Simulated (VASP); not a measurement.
# As3P (P6_3/mmc) in VASP: notebook

As3P is run at these levels: PBE; tasks: single point.

Program: VASP 6.6.1. These are calculated values, not measurements. Logs are shortened: lines on timing, memory, paths and dates and some standing lists are left out, and cuts for length are marked.

**1. The cell of the first run**

Symmetry: P6_3/mmc, No. 194, hexagonal system. Conventional cell: a = 7.835 Å, b = 7.835 Å, c = 4.479 Å, α = 90.00°, β = 90.00°, γ = 120.00°. Within 3.5 Å of P (site symmetry -6m2) lie 6 As at 2.65 Å. Within 3.2 Å of As (site symmetry mm2) lie 2 As at 2.44 Å and 2 P at 2.65 Å.

**2. Single point, PBE**

INCAR

```
PREC = Accurate ; ENCUT = 520
EDIFF = 1E-7 ; ISMEAR = 0
SIGMA = 0.1 ; LREAL = False
LASPH = True ; NELM = 100
ALGO = Normal ; ISIF = 2
LWAVE = False ; LCHARG = True
GGA = PE ; LELF = True
LVHAR = True ; NBANDS = 30
```

KPOINTS

```
Automatic mesh
0
Gamma
  6 6 8
```

POSCAR

```
As3P
1.0
    7.8348775636      0.0000000000      0.0000000000
   -3.9174387818      6.7852030056      0.0000000000
    0.0000000000      0.0000000000      4.4788038149
P As
2 6
Direct
    0.3333333333      0.6666666667      0.2500000000
    0.6666666667      0.3333333333      0.7500000000
    0.7703942445      0.5407884890      0.2500000000
    0.2296057555      0.7703942445      0.7500000000
    0.4592115110      0.2296057555      0.2500000000
    0.2296057555      0.4592115110      0.7500000000
    0.7703942445      0.2296057555      0.2500000000
    0.5407884890      0.7703942445      0.7500000000
```

Potentials or basis: VASP PAW PBE potentials, release 64 (P, As).

Command:

```
$ cat potpaw_PBE.64/P/POTCAR potpaw_PBE.64/As/POTCAR > POTCAR
$ mpirun -np 1 vasp_std > vasp.out
```

OUTCAR:

```text
PREC = Accurate
   ENCUT = 520
   EDIFF = 1E-7
   ISMEAR = 0
   LREAL = False
   LASPH = True
   NELM = 100
   ISIF = 2
   GGA = PE

 ion  position               nearest neighbor table
   1  0.333  0.667  0.250-   4 2.65   4 2.65   6 2.65   6 2.65   8 2.65   8 2.65
   2  0.667  0.333  0.750-   7 2.65   7 2.65   3 2.65   3 2.65   5 2.65   5 2.65
   3  0.770  0.541  0.250-   5 2.44   7 2.44   2 2.65   2 2.65
   4  0.230  0.770  0.750-   6 2.44   8 2.44   1 2.65   1 2.65
   5  0.459  0.230  0.250-   3 2.44   7 2.44   2 2.65   2 2.65
   6  0.230  0.459  0.750-   4 2.44   8 2.44   1 2.65   1 2.65
   7  0.770  0.230  0.250-   3 2.44   5 2.44   2 2.65   2 2.65
   8  0.541  0.770  0.750-   6 2.44   4 2.44   1 2.65   1 2.65

  LATTYP: Found a hexagonal cell.
 ALAT       =     7.8348775636
 C/A-ratio  =     0.5716494966

  Lattice vectors:

 A1 = (   7.8348775636,   0.0000000000,   0.0000000000)
 A2 = (  -3.9174387818,   6.7852030056,   0.0000000000)
 A3 = (   0.0000000000,   0.0000000000,   4.4788038149)

Analysis of symmetry for initial positions (statically):
=====================================================================
 Subroutine PRICEL returns:
 Original cell was already a primitive cell.

 Routine SETGRP: Setting up the symmetry group for a
 hexagonal supercell.

 Subroutine GETGRP returns: Found 24 space group operations
 (whereof 12 operations were pure point group operations)
 out of a pool of 24 trial point group operations.

The static configuration has the point symmetry D_3d.
 The point group associated with its full space group is D_6h.

Analysis of symmetry for dynamics (positions and initial velocities):
=====================================================================
 Subroutine PRICEL returns:
 Original cell was already a primitive cell.

 Routine SETGRP: Setting up the symmetry group for a
 hexagonal supercell.

 Subroutine GETGRP returns: Found 24 space group operations
 (whereof 12 operations were pure point group operations)
 out of a pool of 24 trial point group operations.

The dynamic configuration has the point symmetry D_3d.
 The point group associated with its full space group is D_6h.

 Subroutine INISYM returns: Found 24 space group operations
 (whereof 12 operations are pure point group operations),
 and found     1 'primitive' translations

----------------------------------------------------------------------------------------

                                     Primitive cell

  volume of cell :     238.0987

  direct lattice vectors                    reciprocal lattice vectors
     7.834877564  0.000000000  0.000000000     0.127634413  0.073689763  0.000000000
    -3.917438782  6.785203006  0.000000000     0.000000000  0.147379526  0.000000000
     0.000000000  0.000000000  4.478803815     0.000000000  0.000000000  0.223273901

  length of vectors
     7.834877564  7.834877564  4.478803815     0.147379526  0.147379526  0.223273901

  position of ions in fractional coordinates (direct lattice)
     0.333333333  0.666666667  0.250000000
     0.666666667  0.333333333  0.750000000
     0.770394244  0.540788489  0.250000000
     0.229605756  0.770394244  0.750000000
     0.459211511  0.229605756  0.250000000
     0.229605756  0.459211511  0.750000000
     0.770394244  0.229605756  0.250000000
     0.540788489  0.770394244  0.750000000

  ion indices of the primitive-cell ions
   primitive index   ion index
                 1           1
                 2           2
                 3           3
                 4           4
                 5           5
                 6           6
                 7           7
                 8           8

----------------------------------------------------------------------------------------

 KPOINTS: Automatic mesh

Automatic generation of k-mesh.
 Grid dimensions read from file:
 generate k-points for:    6    6    8

 Generating k-lattice:

  Cartesian coordinates                     Fractional coordinates (reciprocal lattice)
     0.021272402  0.012281627  0.000000000     0.166666667 -0.000000000  0.000000000
     0.000000000  0.024563254  0.000000000     0.000000000  0.166666667  0.000000000
     0.000000000  0.000000000  0.027909238     0.000000000  0.000000000  0.125000000

  Length of vectors
     0.024563254  0.024563254  0.027909238

  Shift w.r.t. Gamma in fractional coordinates (k-lattice)
     0.000000000  0.000000000  0.000000000

 Subroutine IBZKPT returns following result:
 ===========================================

 Found     35 irreducible k-points:

 Following reciprocal coordinates:
            Coordinates               Weight
  0.000000  0.000000  0.000000      1.000000
  0.166667  0.000000  0.000000      6.000000
  0.333333  0.000000  0.000000      6.000000
  0.500000  0.000000  0.000000      3.000000
  0.166667  0.166667  0.000000      6.000000
  0.333333  0.166667  0.000000     12.000000
[... 16 lines left out ...]
  0.166667  0.000000  0.375000     12.000000
  0.333333  0.000000  0.375000     12.000000
 [... further k-points ...]
   k-points           NKPTS =     35   k-points in BZ     NKDIM =     35   number of bands    NBANDS=     30
   number of dos      NEDOS =    301   number of ions     NIONS =      8
   total plane-waves  NPLWV = 129600
   dimension x,y,z NGX =    60 NGY =   60 NGZ =   36
   dimension x,y,z NGXF=   120 NGYF=  120 NGZF=   72
   ions per type =               2   6
   NGX,Y,Z   is equivalent  to a cutoff of  12.73, 12.73, 13.36 a.u.
   NGXF,Y,Z  is equivalent  to a cutoff of  25.46, 25.46, 26.73 a.u.
 SYSTEM =  unknown system
   PREC   = accura    normal or accurate (medium, high low for compatibility)
   ISTART =      0    job   : 0-new  1-cont  2-samecut
   ICHARG =      2    charge: 1-file 2-atom 10-const
   ISPIN  =      1    spin polarized calculation?
   LNONCOLLINEAR =      F non collinear calculations
   LSORBIT =      F    spin-orbit coupling
   LASPH  =      T    aspherical Exc in radial PAW
   ENCUT  =  520.0 eV  38.22 Ry    6.18 a.u.  14.57 14.57  8.33*2*pi/ulx,y,z
   NELM   =    100;   NELMIN=  2; NELMDL= -5     # of ELM steps
   EDIFF  = 0.1E-06   stopping-criterion for ELM
   LREAL  =      F    real-space projection
   EDIFFG = 0.1E-05   stopping-criterion for IOM
   NSW    =      0    number of steps for IOM
   IBRION =     -1    ionic relax: 0-MD 1-quasi-New 2-CG
   NFREE  =      0    steps in history (QN), initial steepest desc. (CG)
   ISIF   =      2    stress and relaxation
   ISYM   =      2    0-nonsym 1-usesym 2-fastsym
   POTIM  = 0.5000    time-step for ionic-motion
   TEBEG  =    0.0;   TEEND  =   0.0 temperature during run
   PSTRESS=    0.0 pullay stress
   NELECT =      40.0000    total number of electrons
   NUPDOWN=      -1.0000    fix difference up-down
   EMIN   =  10.00;   EMAX   =-10.00  energy-range for DOS
   EFERMI =   0.00;   METHOD = LEGACY
   ISMEAR =     0;   SIGMA  =   0.10  broadening in eV -4-tet -1-fermi 0-gaus
   EFERMI_NEDOS =   21; number of points for ismear=-14 and -15
   IALGO  =     38    algorithm
   IMIX   =      4    mixing-type and parameters
     AMIX     =   0.40;   BMIX     =  1.00
     AMIX_MAG =   1.60;   BMIX_MAG =  1.00
  volume/ion in A,a.u.               =      29.76       200.85
  Fermi-wavevector in a.u.,A,eV,Ry     =   0.903322  1.707031 11.102220  0.815990
  Thomas-Fermi vector in A             =   2.026633
   LORBIT       =      0    0 simple, 1 ext, 2 COOP (PROOUT), +10 PAW based schemes
   GGA     = PE    functional components
   LHFCALC =     F    Hartree Fock is set to
   AEXX    =    0.0000 exact exchange contribution
   IVDW    =     0    specifies the selected vdW correction
   LEPSILON=     F    determine dielectric tensor
   LRPA    =     F    only Hartree local field effects (RPA)
 non-spin polarized calculation
 Gauss-broadening in eV      SIGMA  =   0.10
  energy-cutoff  :      520.00
  volume of cell :      238.10
 maximum number of plane-waves:      6467
 NGX is ok and might be reduce to    60
   NGX = 29   NGY = 29   NGZ = 17

 number of electron      39.9999997 magnetization

 Free energy of the ion-electron system (eV)
  ---------------------------------------------------
  ext. energy  EPLUGINS =         0.00000000
  ---------------------------------------------------
  free energy    TOTEN  =       -35.77210067 eV

  energy without entropy =      -35.76477592  energy(sigma->0) =      -35.76843830

 E-fermi :   2.5945     XC(G=0):  -8.0150

 val. band max:        2.5908788987   @ k =   0.5000   0.0000   0.0000
 cond. band min:       2.6067381835   @ k =   0.3333   0.0000   0.0000
 fundamental gap:      0.0158592848
 Fermi energy:         2.5945205370

 k-point     1 :       0.0000    0.0000    0.0000
  band No.  band energies     occupation
      1     -12.4374      2.00000
      2     -12.0815      2.00000
      3      -7.2475      2.00000
      4      -7.2475      2.00000
      5      -7.1919      2.00000
      6      -7.1919      2.00000
[... 22 lines left out ...]
     29       6.2201      0.00000
     30       6.5949      0.00000

 k-point     2 :       0.1667    0.0000    0.0000
  band No.  band energies     occupation
      1     -12.4178      2.00000
      2     -12.1041      2.00000
      3      -7.3789      2.00000
      4      -7.3715      2.00000
      5      -7.0574      2.00000
      6      -7.0464      2.00000
[... 22 lines left out ...]
     29       6.2101      0.00000
     30       6.3343      0.00000

 k-point     3 :       0.3333    0.0000    0.0000
  band No.  band energies     occupation
      1     -12.3665      2.00000
      2     -12.1615      2.00000
      3      -7.4854      2.00000
      4      -7.4754      2.00000
      5      -6.9321      2.00000
      6      -6.9113      2.00000
[... 682 lines left out ...]
     29       5.6558      0.00000
     30       5.7480      0.00000

 k-point    24 :       0.3333    0.0000    0.3750
  band No.  band energies     occupation
      1     -11.7615      2.00000
      2     -11.6435      2.00000
      3      -8.1756      2.00000
      4      -8.0601      2.00000
      5      -7.0832      2.00000
      6      -7.0663      2.00000
[... 22 lines left out ...]
     29       5.8780      0.00000
     30       6.1301      0.00000

 [... further k-points ...]

------------------------ aborting loop because EDIFF is reached ----------------------------------------

  FORCE on cell =-STRESS in cart. coord.  units (eV):
  Direction    XX          YY          ZZ          XY          YZ          ZX
  --------------------------------------------------------------------------------------
  -------------------------------------------------------------------------------------
  Total        0.3684888      0.3684888      0.0731535      0.0000000     -0.0000000      0.0000000
  in kB        2.4795779      2.4795779      0.4922535      0.0000000     -0.0000000      0.0000000
  external PRESSURE =       1.8171364 kB  Pullay stress =       0.0000000 kB

 VOLUME and BASIS-vectors are now :
 -----------------------------------------------------------------------------
  energy-cutoff  :      520.00
  volume of cell :      238.10
      direct lattice vectors                 reciprocal lattice vectors
     7.834877564  0.000000000  0.000000000     0.127634413  0.073689763  0.000000000
    -3.917438782  6.785203006  0.000000000     0.000000000  0.147379526  0.000000000
     0.000000000  0.000000000  4.478803815     0.000000000  0.000000000  0.223273901

 POSITION                                       TOTAL-FORCE (eV/Angst)
 -----------------------------------------------------------------------------------
     -0.00000      4.52347      1.11970         0.000000      0.000000      0.000000
      3.91744      2.26173      3.35910         0.000000     -0.000000      0.000000
      3.91744      3.66936      1.11970         0.000000      0.088262     -0.000000
     -1.21904      5.22728      3.35910        -0.076437      0.044131      0.000000
      2.69840      1.55792      1.11970        -0.076437     -0.044131     -0.000000
      0.00000      3.11584      3.35910         0.000000     -0.088262      0.000000
      5.13648      1.55792      1.11970         0.076437     -0.044131     -0.000000
      1.21904      5.22728      3.35910         0.076437      0.044131      0.000000
 -----------------------------------------------------------------------------------
    total drift:                               -0.000000      0.000000      0.000000

  FREE ENERGIE OF THE ION-ELECTRON SYSTEM (eV)
  ---------------------------------------------------
  free  energy   TOTEN  =       -35.7721006686 eV

  energy  without entropy=      -35.7647759241  energy(sigma->0) =      -35.76843830
```

Run time: 2 min. Hardware: 1 thread of Intel Xeon 6975P-C (Granite Rapids), shared host; peak memory 0.45 GiB.

Results:

```yaml
Free_energy: -35.7721 eV
Pressure: 0.2 GPa
Largest_force: 0.088 eV/Å
Band_gap_on_the_k_mesh: zero (bands 20 and 21 overlap by 1.06 eV)
```

Forces in eV/Å, atoms in the order of the input:
```
P    0.000  0.000  0.000
P    0.000  0.000  0.000
As   0.000  0.088  0.000
As  -0.076  0.044  0.000
As  -0.076 -0.044  0.000
As   0.000 -0.088  0.000
As   0.076 -0.044  0.000
As   0.076  0.044  0.000
```

Stress tensor (GPa, compression positive):
```
0.25 0.00 0.00
0.00 0.25 0.00
0.00 0.00 0.05
```

Caveat: this functional lacks dispersion, which binds layers or chains, so the pressure and a relaxed spacing across them are unreliable.

**3. Single point, PBE**

INCAR

```
ALGO = Normal
EDIFF = 1E-6
ENCUT = 520
GGA = PE
ISIF = 2
ISMEAR = 0
LASPH = T
LCHARG = T
LELF = T
LREAL = F
LVHAR = T
LWAVE = F
NBANDS = 30
NELM = 100
PREC = Accurate
SIGMA = 0.1
```

KPOINTS

```
k-points
0
Gamma
  9 9 8
```

POSCAR is that of step 2.

Potentials or basis: VASP PAW PBE potentials, release 64 (P, As).

Command:

```
$ cat potpaw_PBE.64/P/POTCAR potpaw_PBE.64/As/POTCAR > POTCAR
$ mpirun -np 1 vasp_std > vasp.out
```

Wall time 3.8 min (1 thread of Intel Xeon 6975P-C (Granite Rapids), shared host); peak memory 0.55 GiB.

The run converged. Its results:

```
Free energy            : -35.7722 eV
Pressure               : 0.2 GPa
Largest force          : 0.088 eV/Å
Band gap on the k mesh : zero (bands 20 and 21 overlap by 1.06 eV)
```

Forces on the atoms (eV/Å):
```
P    0.000  0.000  0.000
P    0.000  0.000  0.000
As   0.000  0.088  0.000
As  -0.076  0.044  0.000
As  -0.076 -0.044  0.000
As   0.000 -0.088  0.000
As   0.076 -0.044  0.000
As   0.076  0.044  0.000
```

Stress tensor (GPa, compression positive):
```
0.25 0.00 0.00
0.00 0.25 0.00
0.00 0.00 0.05
```

Levels at points of the mesh, in eV from the Fermi level:
| k point | band 17 | band 18 | band 19 | band 20 | band 21 | band 22 | band 23 | band 24 |
| --- | --- | --- | --- | --- | --- | --- | --- | --- |
| (0.00, 0.00, 0.00) | -0.67 | -0.67 | -0.47 | -0.47 | -0.41 | -0.41 | 0.24 | 0.24 |
| (0.00, 0.00, 0.50) | -1.97 | -1.97 | 0.65 | 0.65 | 1.52 | 1.52 | 2.26 | 2.26 |

Caveat: this functional lacks dispersion, which binds layers or chains, so the pressure and a relaxed spacing across them are unreliable.

The gap in the log of VASP goes by the Fermi energy; the results here count the filled bands.